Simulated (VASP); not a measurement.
# In2SiS (P6/mmm) in VASP: single point with PBE

Aim: the single point of In2SiS with PBE.

All numbers are computed with VASP 6.6.1; they aren't measurements. Logs are shortened: lines on timing, memory, paths and dates and some standing lists are left out, and cuts for length are marked.

### Step 1. The cell of the first run

The structure is hexagonal, space group P6/mmm (No. 191). Conventional cell: a = 5.448 Å, b = 5.448 Å, c = 4.760 Å, α = 90.00°, β = 90.00°, γ = 120.00°. Within 4.1 Å of In (site symmetry -6m2) lie 3 S at 3.15 Å and 3 In at 3.15 Å and 6 Si at 3.94 Å. Within 3.1 Å of Si (site symmetry 6/mmm) lie 2 S at 2.38 Å. Within 3.2 Å of S (site symmetry 6/mmm) lie 2 Si at 2.38 Å and 6 In at 3.15 Å.

The cell was generated, and may not be a known phase.

### Step 2. Single point, PBE

INCAR

```
SYSTEM = In2SiS
PREC = Accurate
ENCUT = 500
EDIFF = 1E-6
ISMEAR = 0
SIGMA = 0.15
LREAL = .FALSE.
LASPH = .TRUE.
NELM = 120
ALGO = Normal
ISIF = 2
LWAVE = .FALSE.
LCHARG = .FALSE.
GGA = PE
NBANDS = 26
GGA_COMPAT = .FALSE.
```

KPOINTS

```
regular mesh
0
G
  4 4 3
  0 0 0
```

POSCAR

```
In2SiS
1.0
    5.4480103503     -0.0000000035      0.0000000000
   -2.7240051721      4.7181153652      0.0000000000
    0.0000000000      0.0000000000      4.7595384092
In Si S
2 1 1
Direct
    0.3333333333      0.6666666667      0.5000000000
    0.6666666667      0.3333333333      0.5000000000
    0.0000000000      0.0000000000      0.0000000000
    0.0000000000      0.0000000000      0.5000000000
```

Potentials or basis: VASP PAW PBE potentials, release 64 (In_d, Si, S).

Run with:

```bash
$ cat potpaw_PBE.64/In_d/POTCAR potpaw_PBE.64/Si/POTCAR potpaw_PBE.64/S/POTCAR > POTCAR
$ mpirun -np 1 vasp_std > vasp.out
```

OUTCAR:

```text
SYSTEM = In2SiS
   PREC = Accurate
   ENCUT = 500
   EDIFF = 1E-6
   ISMEAR = 0
   LREAL = .FALSE.
   LASPH = .TRUE.
   NELM = 120
   ISIF = 2
   GGA = PE

 ion  position               nearest neighbor table
   1  0.333  0.667  0.500-   4 3.15   2 3.15   2 3.15   4 3.15   4 3.15   2 3.15
   2  0.667  0.333  0.500-   4 3.15   1 3.15   1 3.15   4 3.15   4 3.15   1 3.15
   3  0.000  0.000  0.000-   4 2.38   4 2.38
   4  0.000  0.000  0.500-   3 2.38   3 2.38   1 3.15   2 3.15   1 3.15   2 3.15   2 3.15   1 3.15

  LATTYP: Found a hexagonal cell.
 ALAT       =     5.4480103503
 C/A-ratio  =     0.8736287384

  Lattice vectors:

 A1 = (   5.4480103503,  -0.0000000035,   0.0000000000)
 A2 = (  -2.7240051721,   4.7181153652,   0.0000000000)
 A3 = (   0.0000000000,   0.0000000000,   4.7595384092)

Analysis of symmetry for initial positions (statically):
=====================================================================
 Subroutine PRICEL returns:
 Original cell was already a primitive cell.

 Routine SETGRP: Setting up the symmetry group for a
 hexagonal supercell.

 Subroutine GETGRP returns: Found 24 space group operations
 (whereof 24 operations were pure point group operations)
 out of a pool of 24 trial point group operations.

The static configuration has the point symmetry D_6h.

Analysis of symmetry for dynamics (positions and initial velocities):
=====================================================================
 Subroutine PRICEL returns:
 Original cell was already a primitive cell.

 Routine SETGRP: Setting up the symmetry group for a
 hexagonal supercell.

 Subroutine GETGRP returns: Found 24 space group operations
 (whereof 24 operations were pure point group operations)
 out of a pool of 24 trial point group operations.

The dynamic configuration has the point symmetry D_6h.

 Subroutine INISYM returns: Found 24 space group operations
 (whereof 24 operations are pure point group operations),
 and found     1 'primitive' translations

----------------------------------------------------------------------------------------

                                     Primitive cell

  volume of cell :     122.3408

  direct lattice vectors                    reciprocal lattice vectors
     5.448010350 -0.000000003  0.000000000     0.183553249  0.105974518  0.000000000
    -2.724005172  4.718115365  0.000000000     0.000000000  0.211949035  0.000000000
     0.000000000  0.000000000  4.759538409     0.000000000  0.000000000  0.210104408

  length of vectors
     5.448010350  5.448010350  4.759538409     0.211949035  0.211949035  0.210104408

  position of ions in fractional coordinates (direct lattice)
     0.333333333  0.666666667  0.500000000
     0.666666667  0.333333333  0.500000000
     0.000000000  0.000000000  0.000000000
     0.000000000  0.000000000  0.500000000

  ion indices of the primitive-cell ions
   primitive index   ion index
                 1           1
                 2           2
                 3           3
                 4           4

----------------------------------------------------------------------------------------

 KPOINTS: regular mesh

Automatic generation of k-mesh.
 Grid dimensions read from file:
 generate k-points for:    4    4    3

 Generating k-lattice:

  Cartesian coordinates                     Fractional coordinates (reciprocal lattice)
     0.045888312  0.026493629  0.000000000     0.250000000  0.000000000  0.000000000
     0.000000000  0.052987259  0.000000000     0.000000000  0.250000000  0.000000000
     0.000000000  0.000000000  0.070034803     0.000000000  0.000000000  0.333333333

  Length of vectors
     0.052987259  0.052987259  0.070034803

  Shift w.r.t. Gamma in fractional coordinates (k-lattice)
     0.000000000  0.000000000  0.000000000

 Subroutine IBZKPT returns following result:
 ===========================================

 Found      8 irreducible k-points:

 Following reciprocal coordinates:
            Coordinates               Weight
  0.000000  0.000000  0.000000      1.000000
  0.250000  0.000000  0.000000      6.000000
  0.500000  0.000000  0.000000      3.000000
  0.250000  0.250000  0.000000      6.000000
  0.000000  0.000000  0.333333      2.000000
  0.250000  0.000000  0.333333     12.000000
  0.500000  0.000000  0.333333      6.000000
  0.250000  0.250000  0.333333     12.000000
   k-points           NKPTS =      8   k-points in BZ     NKDIM =      8   number of bands    NBANDS=     26
   number of dos      NEDOS =    301   number of ions     NIONS =      4
   total plane-waves  NPLWV =  57600
   dimension x,y,z NGX =    40 NGY =   40 NGZ =   36
   dimension x,y,z NGXF=    80 NGYF=   80 NGZF=   72
   ions per type =               2   1   1
   NGX,Y,Z   is equivalent  to a cutoff of  12.21, 12.21, 12.57 a.u.
   NGXF,Y,Z  is equivalent  to a cutoff of  24.41, 24.41, 25.15 a.u.
 SYSTEM =  In2SiS
   PREC   = accura    normal or accurate (medium, high low for compatibility)
   ISTART =      0    job   : 0-new  1-cont  2-samecut
   ICHARG =      2    charge: 1-file 2-atom 10-const
   ISPIN  =      1    spin polarized calculation?
   LNONCOLLINEAR =      F non collinear calculations
   LSORBIT =      F    spin-orbit coupling
   LASPH  =      T    aspherical Exc in radial PAW
   ENCUT  =  500.0 eV  36.75 Ry    6.06 a.u.   9.93  9.93  8.68*2*pi/ulx,y,z
   NELM   =    120;   NELMIN=  2; NELMDL= -5     # of ELM steps
   EDIFF  = 0.1E-05   stopping-criterion for ELM
   LREAL  =      F    real-space projection
   EDIFFG = 0.1E-04   stopping-criterion for IOM
   NSW    =      0    number of steps for IOM
   IBRION =     -1    ionic relax: 0-MD 1-quasi-New 2-CG
   NFREE  =      0    steps in history (QN), initial steepest desc. (CG)
   ISIF   =      2    stress and relaxation
   ISYM   =      2    0-nonsym 1-usesym 2-fastsym
   POTIM  = 0.5000    time-step for ionic-motion
   TEBEG  =    0.0;   TEEND  =   0.0 temperature during run
   PSTRESS=    0.0 pullay stress
   NELECT =      36.0000    total number of electrons
   NUPDOWN=      -1.0000    fix difference up-down
   EMIN   =  10.00;   EMAX   =-10.00  energy-range for DOS
   EFERMI =   0.00;   METHOD = LEGACY
   ISMEAR =     0;   SIGMA  =   0.15  broadening in eV -4-tet -1-fermi 0-gaus
   EFERMI_NEDOS =   21; number of points for ismear=-14 and -15
   IALGO  =     38    algorithm
   IMIX   =      4    mixing-type and parameters
     AMIX     =   0.40;   BMIX     =  1.00
     AMIX_MAG =   1.60;   BMIX_MAG =  1.00
  volume/ion in A,a.u.               =      30.59       206.40
  Fermi-wavevector in a.u.,A,eV,Ry     =   1.088893  2.057709 16.132266  1.185688
  Thomas-Fermi vector in A             =   2.225084
   LORBIT       =      0    0 simple, 1 ext, 2 COOP (PROOUT), +10 PAW based schemes
   GGA     = PE    functional components
   LHFCALC =     F    Hartree Fock is set to
   AEXX    =    0.0000 exact exchange contribution
   IVDW    =     0    specifies the selected vdW correction
   LEPSILON=     F    determine dielectric tensor
   LRPA    =     F    only Hartree local field effects (RPA)
 non-spin polarized calculation
 Gauss-broadening in eV      SIGMA  =   0.15
  energy-cutoff  :      500.00
  volume of cell :      122.34
 maximum number of plane-waves:      3132
 NGX is ok and might be reduce to    40
   NGX = 19   NGY = 19   NGZ = 17

 number of electron      36.0000000 magnetization

 Free energy of the ion-electron system (eV)
  ---------------------------------------------------
  ext. energy  EPLUGINS =         0.00000000
  ---------------------------------------------------
  free energy    TOTEN  =       -12.83796124 eV

  energy without entropy =      -12.81893417  energy(sigma->0) =      -12.82844770

 E-fermi :   4.2005     XC(G=0):  -8.6509

 val. band max:        4.1796968466   @ k =   0.0000   0.0000   0.3333
 cond. band min:       4.2917153654   @ k =   0.5000   0.0000   0.3333
 fundamental gap:      0.1120185188
 Fermi energy:         4.2004625428

 k-point     1 :       0.0000    0.0000    0.0000
  band No.  band energies     occupation
      1     -10.5704      2.00000
      2     -10.4683      2.00000
      3     -10.4683      2.00000
      4     -10.4282      2.00000
      5     -10.4282      2.00000
      6     -10.3524      2.00000
[... 18 lines left out ...]
     25       9.8461      0.00000
     26       9.8461      0.00000

 k-point     2 :       0.2500    0.0000    0.0000
  band No.  band energies     occupation
      1     -10.5447      2.00000
      2     -10.5272      2.00000
      3     -10.5216      2.00000
      4     -10.4345      2.00000
      5     -10.4173      2.00000
      6     -10.3429      2.00000
[... 18 lines left out ...]
     25       9.6329      0.00000
     26      10.0898      0.00000

 k-point     3 :       0.5000    0.0000    0.0000
  band No.  band energies     occupation
      1     -10.6169      2.00000
      2     -10.5629      2.00000
      3     -10.4811      2.00000
      4     -10.4403      2.00000
      5     -10.4030      2.00000
      6     -10.3415      2.00000
[... 18 lines left out ...]
     25       9.4608      0.00000
     26      10.2451      0.00000

 k-point     4 :       0.2500    0.2500    0.0000
  band No.  band energies     occupation
      1     -10.6555      2.00000
      2     -10.5164      2.00000
      3     -10.4951      2.00000
      4     -10.4448      2.00000
      5     -10.3928      2.00000
      6     -10.3465      2.00000
[... 18 lines left out ...]
     25      10.6450      0.00000
     26      10.8460      0.00000

 k-point     5 :       0.0000    0.0000    0.3333
  band No.  band energies     occupation
      1     -10.5597      2.00000
      2     -10.4681      2.00000
      3     -10.4681      2.00000
      4     -10.4313      2.00000
      5     -10.4313      2.00000
      6     -10.3518      2.00000
[... 18 lines left out ...]
     25       9.5992      0.00000
     26       9.5992      0.00000

 k-point     6 :       0.2500    0.0000    0.3333
  band No.  band energies     occupation
      1     -10.5411      2.00000
      2     -10.5268      2.00000
      3     -10.5140      2.00000
      4     -10.4379      2.00000
      5     -10.4207      2.00000
      6     -10.3365      2.00000
[... 18 lines left out ...]
     25       9.6623      0.00000
     26      10.2534      0.00000

 k-point     7 :       0.5000    0.0000    0.3333
  band No.  band energies     occupation
      1     -10.6094      2.00000
      2     -10.5626      2.00000
      3     -10.4764      2.00000
      4     -10.4440      2.00000
      5     -10.4076      2.00000
      6     -10.3399      2.00000
[... 18 lines left out ...]
     25       9.1686      0.00000
     26      10.7409      0.00000

 k-point     8 :       0.2500    0.2500    0.3333
  band No.  band energies     occupation
      1     -10.6476      2.00000
      2     -10.5150      2.00000
      3     -10.4911      2.00000
      4     -10.4496      2.00000
      5     -10.3959      2.00000
      6     -10.3491      2.00000
[... 18 lines left out ...]
     25       8.7896      0.00000
     26      10.9665      0.00000

------------------------ aborting loop because EDIFF is reached ----------------------------------------

  FORCE on cell =-STRESS in cart. coord.  units (eV):
  Direction    XX          YY          ZZ          XY          YZ          ZX
  --------------------------------------------------------------------------------------
  -------------------------------------------------------------------------------------
  Total        0.2868836      0.2868836     -0.0887085      0.0000000      0.0000000      0.0000000
  in kB        3.7570330      3.7570330     -1.1617280      0.0000000      0.0000000      0.0000000
  external PRESSURE =       2.1174460 kB  Pullay stress =       0.0000000 kB

 VOLUME and BASIS-vectors are now :
 -----------------------------------------------------------------------------
  energy-cutoff  :      500.00
  volume of cell :      122.34
      direct lattice vectors                 reciprocal lattice vectors
     5.448010350 -0.000000003  0.000000000     0.183553249  0.105974518  0.000000000
    -2.724005172  4.718115365  0.000000000     0.000000000  0.211949035  0.000000000
     0.000000000  0.000000000  4.759538409     0.000000000  0.000000000  0.210104408

 POSITION                                       TOTAL-FORCE (eV/Angst)
 -----------------------------------------------------------------------------------
      0.00000      3.14541      2.37977         0.000000     -0.000000      0.000000
      2.72401      1.57271      2.37977        -0.000000     -0.000000     -0.000000
      0.00000      0.00000      0.00000         0.000000      0.000000      0.000000
      0.00000      0.00000      2.37977         0.000000      0.000000      0.000000
 -----------------------------------------------------------------------------------
    total drift:                               -0.000000      0.000000      0.000000

  FREE ENERGIE OF THE ION-ELECTRON SYSTEM (eV)
  ---------------------------------------------------
  free  energy   TOTEN  =       -12.8379612408 eV

  energy  without entropy=      -12.8189341671  energy(sigma->0) =      -12.82844770
```

Wall time 25 s (1 thread of Intel Xeon 8259CL, shared host); peak memory 0.23 GiB.

What came out:

- Free energy: -12.8380 eV
- Pressure: 0.2 GPa
- Band gap on the k mesh: zero (bands 18 and 19 overlap by 1.55 eV)

Stress tensor (GPa, compression positive):
```
 0.38  0.00  0.00
 0.00  0.38  0.00
 0.00  0.00 -0.12
```

Levels at points of the mesh, in eV from the Fermi level:
```csv
k point,band 16,band 17,band 18,band 19,band 20,band 21
"(0.00, 0.00, 0.00)",-3.80,-1.46,-0.31,-0.31,1.75,1.77
"(0.50, 0.00, 0.00)",-4.20,-0.96,0.98,1.51,1.54,2.14
```

Caveat: the k points lie up to 0.44 Å⁻¹ apart, too coarse for converged energies and pressures of a metal; spin-orbit coupling is left out, which moves the levels of the heavy elements.

The gap in the log of VASP goes by the Fermi energy; the results here count the filled bands.